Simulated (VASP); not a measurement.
# Be7Te8 (a cell with a defect) in VASP: notebook, part 2 of 2

VASP 6.6.1. Earlier steps stand in the parts before.

### 3 Single point, PBE

The input, INCAR:

```
PREC     = Accurate       # precision mode
ENCUT    = 520            # plane-wave cutoff, eV
EDIFF    = 1E-7           # SCF threshold, eV
ISMEAR   = 1              # smearing method
SIGMA    = 0.0951         # smearing width, eV
LREAL    = Auto         
LASPH    = T              # aspherical terms in the spheres
NELM     = 80             # most SCF steps
ALGO     = Normal         # electronic algorithm
ISIF     = 2              # what is computed and relaxed
LWAVE    = F              # write WAVECAR
LCHARG   = T              # write CHGCAR
GGA      = PE             # functional
LELF     = T              # ELF
LVHAR    = T            
NBANDS   = 44             # bands
```

The input, KPOINTS:

```
regular mesh
0
Gamma
  2 2 2
```

The input, POSCAR:

```
Be7Te8
1.0
    0.0000000000      5.5810420000      5.5810420000
    5.5810420000      0.0000000000      5.5810420000
    5.5810420000      5.5810420000      0.0000000000
Be Te
7 8
Direct
    0.0029344879     -0.0017203777     -0.0018461606
    0.0025992458      0.5011593713     -0.0019570718
    0.0026640187     -0.0013246630      0.5007272835
    0.5015011534      0.0003304043     -0.0009077158
    0.4994640786     -0.0011800664      0.5011789913
    0.4998301392      0.5013687408     -0.0019286721
    0.4996043750      0.5017783418      0.5005205121
    0.1265751091      0.1248974654      0.1244362612
    0.1249575796      0.1282134232      0.6236472508
    0.1253091269      0.6235073128      0.1275773413
    0.1250757475      0.6241339879      0.6234995185
    0.6264677815      0.1249524730      0.1246835268
    0.6262859158      0.1253369890      0.6241515473
    0.6262805404      0.6251078204      0.1241259249
    0.6291634250      0.6242666692      0.6232949869
```

Potentials or basis: VASP PAW PBE potentials, release 64 (Be, Te).

The run is started by

```sh
cat potpaw_PBE.64/Be/POTCAR potpaw_PBE.64/Te/POTCAR > POTCAR
mpirun -np 1 vasp_std > vasp.out
```

OUTCAR:

```text
PREC = Accurate
   ENCUT = 520
   EDIFF = 1E-7
   ISMEAR = 1
   LREAL = Auto
   LASPH = T
   NELM = 80
   ISIF = 2
   GGA = PE

 ion  position               nearest neighbor table
   1  0.003  0.998  0.998-   9 2.41  10 2.42  12 2.43   8 2.43
   2  0.003  0.501  0.998-  11 2.41  10 2.41   8 2.42  14 2.43
   3  0.003  0.999  0.501-  11 2.41   9 2.42   8 2.43  13 2.43
   4  0.502  0.000  0.999-   8 2.42  13 2.42  12 2.42  14 2.42
   5  0.499  0.999  0.501-   9 2.41  15 2.41  13 2.43  12 2.43
   6  0.500  0.501  0.998-  10 2.41  15 2.42  14 2.42  12 2.43
   7  0.500  0.502  0.501-  11 2.41  15 2.42  14 2.43  13 2.43
   8  0.127  0.125  0.124-   4 2.42   2 2.42   3 2.43   1 2.43
   9  0.125  0.128  0.624-   5 2.41   1 2.41   3 2.42
  10  0.125  0.624  0.128-   6 2.41   2 2.41   1 2.42
  11  0.125  0.624  0.623-   7 2.41   2 2.41   3 2.41
  12  0.626  0.125  0.125-   4 2.42   6 2.43   1 2.43   5 2.43
[... 574 lines left out ...]

  FORCE on cell =-STRESS in cart. coord.  units (eV):
  Direction    XX          YY          ZZ          XY          YZ          ZX
  --------------------------------------------------------------------------------------
  -------------------------------------------------------------------------------------
  Total        3.9306926      3.9437049      3.9395454     -0.0084953      0.0025070     -0.0151706
  in kB       18.1135593     18.1735228     18.1543548     -0.0391483      0.0115529     -0.0699098
  external PRESSURE =      18.1471456 kB  Pullay stress =       0.0000000 kB

 VOLUME and BASIS-vectors are now :
 -----------------------------------------------------------------------------
  energy-cutoff  :      520.00
  volume of cell :      347.68
      direct lattice vectors                 reciprocal lattice vectors
     0.000000000  5.581042000  5.581042000    -0.089589005  0.089589005  0.089589005
     5.581042000  0.000000000  5.581042000     0.089589005 -0.089589005  0.089589005
     5.581042000  5.581042000  0.000000000     0.089589005  0.089589005 -0.089589005

 POSITION                                       TOTAL-FORCE (eV/Angst)
 -----------------------------------------------------------------------------------
     11.14218      5.58712      5.58782         0.012689      0.001222     -0.005816
      8.36711      5.58463      2.81150         0.003479     -0.000992     -0.006901
      8.36823      2.80945      5.58852         0.005077     -0.005643     -0.001308
      5.57782      8.37488      2.80074         0.001531      0.009052     -0.004747
      8.37156      5.58463      8.36199        -0.006624     -0.003164      0.008829
      8.36844      8.35985      5.58773        -0.006033      0.004713     -0.001650
      5.59387      5.58174      5.58876        -0.006025      0.006784      0.000684
      1.39154      1.40091      1.40348        -0.000505     -0.008606     -0.008308
      4.19617      4.17799      1.41296         0.003814     -0.008465      0.004899
      4.19184      1.41137      4.17918         0.017600      0.004532     -0.002249
      6.96309      4.17783      4.18137        -0.014672     -0.011189     -0.007424
      1.39323      4.19221      4.19371        -0.001309      0.005984      0.009671
      4.18293      6.97874      4.19484        -0.002064     -0.006303      0.016844
      4.18151      4.18805      6.98405        -0.001319      0.007826      0.003378
      6.96269      6.99002      6.99545        -0.005639      0.004249     -0.005902
 -----------------------------------------------------------------------------------
    total drift:                               -0.018298      0.017302      0.039209

  FREE ENERGIE OF THE ION-ELECTRON SYSTEM (eV)
  ---------------------------------------------------
  free  energy   TOTEN  =       -54.8784723360 eV

  energy  without entropy=      -54.8534176826  energy(sigma->0) =      -54.87012078
```

Run time: 3.3 min. Hardware: 1 thread of Intel Xeon Platinum 8488C (Sapphire Rapids), shared host; peak memory 0.5 GiB.

Results:

- Free energy: -54.8785 eV
- Pressure: 1.8 GPa
- Largest force: 0.020 eV/Å
- Band gap on the k mesh: zero (band 31 reaches 5.50 eV, above the bottom of band 32 at 4.77 eV)

Forces on the atoms (eV/Å):
```
Be   0.013  0.001 -0.006
Be   0.003 -0.001 -0.007
Be   0.005 -0.006 -0.001
Be   0.002  0.009 -0.005
Be  -0.007 -0.003  0.009
Be  -0.006  0.005 -0.002
Be  -0.006  0.007  0.001
Te  -0.001 -0.009 -0.008
Te   0.004 -0.008  0.005
Te   0.018  0.005 -0.002
Te  -0.015 -0.011 -0.007
Te  -0.001  0.006  0.010
Te  -0.002 -0.006  0.017
Te  -0.001  0.008  0.003
Te  -0.006  0.004 -0.006
```

Levels at points of the mesh, in eV from the Fermi level:
| k point | band 26 | band 27 | band 28 | band 29 | band 30 | band 31 | band 32 | band 33 | band 34 | band 35 |
| --- | --- | --- | --- | --- | --- | --- | --- | --- | --- | --- |
| (0.00, 0.00, 0.00) | -1.12 | -0.61 | -0.61 | -0.61 | 0.40 | 0.40 | 0.40 | 2.12 | 2.12 | 2.12 |
| (0.50, 0.00, 0.00) | -1.73 | -1.54 | -1.54 | -0.69 | -0.69 | 0.01 | 0.01 | 2.93 | 2.93 | 2.97 |
| (0.00, 0.50, 0.00) | -1.73 | -1.54 | -1.54 | -0.69 | -0.69 | 0.01 | 0.01 | 2.92 | 2.93 | 2.97 |
| (0.00, 0.00, 0.50) | -1.73 | -1.54 | -1.54 | -0.69 | -0.69 | 0.01 | 0.02 | 2.92 | 2.93 | 2.97 |
| (0.50, 0.50, 0.50) | -1.73 | -1.54 | -1.54 | -0.69 | -0.69 | 0.01 | 0.01 | 2.92 | 2.92 | 2.97 |
| (0.50, 0.50, 0.00) | -1.70 | -1.58 | -1.58 | -1.22 | -1.21 | -0.34 | -0.33 | 2.67 | 2.85 | 3.80 |
| (0.00, 0.50, 0.50) | -1.70 | -1.58 | -1.58 | -1.22 | -1.22 | -0.34 | -0.33 | 2.67 | 2.85 | 3.80 |
| (0.50, 0.00, 0.50) | -1.70 | -1.58 | -1.58 | -1.22 | -1.22 | -0.34 | -0.33 | 2.67 | 2.85 | 3.80 |

Caveat: the k points lie up to 0.49 Å⁻¹ apart; spin-orbit coupling is left out, which moves the levels of the heavy elements.
